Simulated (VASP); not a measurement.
# Hf (Fm-3m) in VASP: single point with LDA

Aim: the single point of Hf with LDA.

All numbers are computed with VASP 6.6.1; they aren't measurements. Logs are shortened: lines on timing, memory, paths and dates and some standing lists are left out, and cuts for length are marked.

### Step 1. The cell of the first run

The structure is cubic, space group Fm-3m (No. 225). Conventional cell: a = 4.440 Å, b = 4.440 Å, c = 4.440 Å, α = 90.00°, β = 90.00°, γ = 90.00°. Hf (site symmetry m-3m) has 12 Hf at 3.14 Å within 4.1 Å.

### Step 2. Single point, LDA

The input, INCAR:

```
PREC = Accurate
ENCUT = 520
EDIFF = 1E-6
ISMEAR = 0
SIGMA = 0.05
LREAL = F
LASPH = T
NELM = 100
ALGO = Normal
ISIF = 2
LWAVE = F
LCHARG = F
NBANDS = 11
```

The input, KPOINTS:

```
Automatic mesh
0
Gamma
  16 16 16
```

The input, POSCAR:

```
Hf
1.0
    0.0000000000      2.2200000000      2.2200000000
    2.2200000000      0.0000000000      2.2200000000
    2.2200000000      2.2200000000      0.0000000000
Hf
1
Direct
    0.0000000000      0.0000000000      0.0000000000
```

Potentials or basis: VASP PAW LDA potentials, release 64 (Hf_pv).

The run is started by

```
$ cat potpaw_LDA.64/Hf_pv/POTCAR > POTCAR
$ mpirun -np 1 vasp_std > vasp.out
```

OUTCAR:

```text
PREC = Accurate
   ENCUT = 520
   EDIFF = 1E-6
   ISMEAR = 0
   LREAL = F
   LASPH = T
   NELM = 100
   ISIF = 2

 ion  position               nearest neighbor table
   1  0.000  0.000  0.000-

  LATTYP: Found a face centered cubic cell.
 ALAT       =     4.4400000000

  Lattice vectors:

 A1 = (   0.0000000000,   2.2200000000,   2.2200000000)
 A2 = (   2.2200000000,   0.0000000000,   2.2200000000)
 A3 = (   2.2200000000,   2.2200000000,   0.0000000000)

Analysis of symmetry for initial positions (statically):
=====================================================================
 Subroutine PRICEL returns:
 Original cell was already a primitive cell.

 Routine SETGRP: Setting up the symmetry group for a
 face centered cubic supercell.

 Subroutine GETGRP returns: Found 48 space group operations
 (whereof 48 operations were pure point group operations)
 out of a pool of 48 trial point group operations.

The static configuration has the point symmetry O_h .

Analysis of symmetry for dynamics (positions and initial velocities):
=====================================================================
 Subroutine PRICEL returns:
 Original cell was already a primitive cell.

 Routine SETGRP: Setting up the symmetry group for a
 face centered cubic supercell.

 Subroutine GETGRP returns: Found 48 space group operations
 (whereof 48 operations were pure point group operations)
 out of a pool of 48 trial point group operations.

The dynamic configuration has the point symmetry O_h .

 Subroutine INISYM returns: Found 48 space group operations
 (whereof 48 operations are pure point group operations),
 and found     1 'primitive' translations

----------------------------------------------------------------------------------------

                                     Primitive cell

  volume of cell :      21.8821

  direct lattice vectors                    reciprocal lattice vectors
     0.000000000  2.220000000  2.220000000    -0.225225225  0.225225225  0.225225225
     2.220000000  0.000000000  2.220000000     0.225225225 -0.225225225  0.225225225
     2.220000000  2.220000000  0.000000000     0.225225225  0.225225225 -0.225225225

  length of vectors
     3.139554108  3.139554108  3.139554108     0.390101533  0.390101533  0.390101533

  position of ions in fractional coordinates (direct lattice)
     0.000000000  0.000000000  0.000000000

  ion indices of the primitive-cell ions
   primitive index   ion index
                 1           1

[... 78 lines left out ...]
   ISYM   =      2    0-nonsym 1-usesym 2-fastsym
   POTIM  = 0.5000    time-step for ionic-motion
   TEBEG  =    0.0;   TEEND  =   0.0 temperature during run
   PSTRESS=    0.0 pullay stress
   NELECT =      10.0000    total number of electrons
   NUPDOWN=      -1.0000    fix difference up-down
   EMIN   =  10.00;   EMAX   =-10.00  energy-range for DOS
   EFERMI =   0.00;   METHOD = LEGACY
   ISMEAR =     0;   SIGMA  =   0.05  broadening in eV -4-tet -1-fermi 0-gaus
   EFERMI_NEDOS =   21; number of points for ismear=-14 and -15
   IALGO  =     38    algorithm
   IMIX   =      4    mixing-type and parameters
     AMIX     =   0.40;   BMIX     =  1.00
     AMIX_MAG =   1.60;   BMIX_MAG =  1.00
  volume/ion in A,a.u.               =      21.88       147.67
  Fermi-wavevector in a.u.,A,eV,Ry     =   1.260991  2.382927 21.634588  1.590097
  Thomas-Fermi vector in A             =   2.394472
   LORBIT       =      0    0 simple, 1 ext, 2 COOP (PROOUT), +10 PAW based schemes
   GGA     = CA    functional components
   LHFCALC =     F    Hartree Fock is set to
   AEXX    =    0.0000 exact exchange contribution
   IVDW    =     0    specifies the selected vdW correction
   LEPSILON=     F    determine dielectric tensor
   LRPA    =     F    only Hartree local field effects (RPA)
 non-spin polarized calculation
 Gauss-broadening in eV      SIGMA  =   0.05
  energy-cutoff  :      520.00
  volume of cell :       21.88
 maximum number of plane-waves:       609
   NGX = 11   NGY = 11   NGZ = 11

 number of electron      10.0000000 magnetization

 Free energy of the ion-electron system (eV)
  ---------------------------------------------------
  ext. energy  EPLUGINS =         0.00000000
  ---------------------------------------------------
  free energy    TOTEN  =       -10.60978230 eV

  energy without entropy =      -10.60725570  energy(sigma->0) =      -10.60851900

 E-fermi :   4.7759     XC(G=0): -11.5727

 val. band max:        4.7746926461   @ k =  -0.3750   0.1250   0.0000
 cond. band min:       4.7780050438   @ k =   0.3125   0.0000   0.0000
 fundamental gap:      0.0033123976
 Fermi energy:         4.7759054841

 k-point     1 :       0.0000    0.0000    0.0000
  band No.  band energies     occupation
      1     -25.0082      2.00000
      2     -25.0082      2.00000
      3     -25.0082      2.00000
      4      -2.4490      2.00000
      5       6.1087      0.00000
      6       6.1087      0.00000
      7       6.1087      0.00000
      8       8.9376      0.00000
      9       8.9376      0.00000
     10      16.2683      0.00000
     11      16.9582      0.00000
[... 309 lines left out ...]
 k-point    24 :      -0.0625    0.0625    0.0000
  band No.  band energies     occupation
      1     -25.0958      2.00000
      2     -25.0336      2.00000
      3     -25.0143      2.00000
      4      -2.0769      2.00000
      5       5.7461      0.00000
      6       6.2796      0.00000
      7       6.2980      0.00000
      8       8.5882      0.00000
      9       8.9271      0.00000
     10      16.9575      0.00000
     11      17.0709      0.00000

 [... further k-points ...]

------------------------ aborting loop because EDIFF is reached ----------------------------------------

  FORCE on cell =-STRESS in cart. coord.  units (eV):
  Direction    XX          YY          ZZ          XY          YZ          ZX
  --------------------------------------------------------------------------------------
  -------------------------------------------------------------------------------------
  Total       -0.7943314     -0.7943314     -0.7943314      0.0000000      0.0000000     -0.0000000
  in kB      -58.1598689    -58.1598689    -58.1598689      0.0000000      0.0000000     -0.0000000
  external PRESSURE =     -58.1598689 kB  Pullay stress =       0.0000000 kB

 VOLUME and BASIS-vectors are now :
 -----------------------------------------------------------------------------
  energy-cutoff  :      520.00
  volume of cell :       21.88
      direct lattice vectors                 reciprocal lattice vectors
     0.000000000  2.220000000  2.220000000    -0.225225225  0.225225225  0.225225225
     2.220000000  0.000000000  2.220000000     0.225225225 -0.225225225  0.225225225
     2.220000000  2.220000000  0.000000000     0.225225225  0.225225225 -0.225225225

 POSITION                                       TOTAL-FORCE (eV/Angst)
 -----------------------------------------------------------------------------------
      0.00000      0.00000      0.00000         0.000000      0.000000      0.000000
 -----------------------------------------------------------------------------------
    total drift:                               -0.000000     -0.000000      0.000000

  FREE ENERGIE OF THE ION-ELECTRON SYSTEM (eV)
  ---------------------------------------------------
  free  energy   TOTEN  =       -10.6097823009 eV

  energy  without entropy=      -10.6072557004  energy(sigma->0) =      -10.60851900
```

OSZICAR:

```text
N       E                     dE             d eps       ncg     rms          rms(c)
DAV:   1     0.123489338625E+02    0.12349E+02   -0.56933E+03  3246   0.839E+02
DAV:   2    -0.105370630587E+02   -0.22886E+02   -0.22133E+02  4019   0.156E+02
DAV:   3    -0.109659032492E+02   -0.42884E+00   -0.42336E+00  4036   0.146E+01
DAV:   4    -0.109673910263E+02   -0.14878E-02   -0.14875E-02  3722   0.103E+00
DAV:   5    -0.109673982746E+02   -0.72483E-05   -0.72483E-05  3956   0.643E-02    0.459E+01
DAV:   6    -0.107023748424E+02    0.26502E+00   -0.21867E-01  3688   0.331E+00    0.270E+01
DAV:   7    -0.106140733916E+02    0.88301E-01   -0.32500E-01  3610   0.383E+00    0.131E+00
DAV:   8    -0.106097698378E+02    0.43036E-02   -0.22062E-02  3653   0.105E+00    0.592E-02
DAV:   9    -0.106097833900E+02   -0.13552E-04   -0.28014E-04  3761   0.139E-01    0.523E-02
DAV:  10    -0.106097830678E+02    0.32221E-06   -0.18751E-05  3717   0.315E-02    0.551E-02
DAV:  11    -0.106097823009E+02    0.76693E-06   -0.19058E-06  3576   0.105E-02
   1 F= -.10609782E+02 E0= -.10608519E+02  d E =-.252660E-02
```

stdout:

```text
POSCAR found type information on POSCAR Hf
 POSCAR found :  1 types and       1 ions
 scaLAPACK will be used
 LDA part: xc-table for (Slater(with rela. corr.)+CA(PZ))
 , standard interpolation
 POSCAR, INCAR and KPOINTS ok, starting setup
 FFT: planning ... GRIDC
 FFT: planning ... GRID_SOFT
 FFT: planning ... GRID
 WAVECAR not read
 entering main loop
```

Wall time 19 s (1 thread of AMD EPYC 7R13 (Zen 3), shared host); peak memory 0.12 GiB.

What came out:

```yaml
Free_energy: -10.6098 eV
Pressure: -5.8 GPa
Band_gap_on_the_k_mesh: zero (band 5 reaches 6.11 eV, above the bottom of band 6 at 4.38 eV)
```

Levels at points of the mesh, in eV from the Fermi level:
```csv
k point,band 3,band 4,band 5,band 6,band 7,band 8
"(0.00, 0.00, 0.00)",-29.78,-7.22,1.33,1.33,1.33,4.16
"(0.50, 0.00, 0.00)",-29.90,-3.70,0.80,1.10,1.10,6.36
"(0.50, 0.50, 0.00)",-30.11,-3.36,-2.24,2.77,6.36,7.02
```

Caveat: spin-orbit coupling is left out, which moves the levels of the heavy elements.
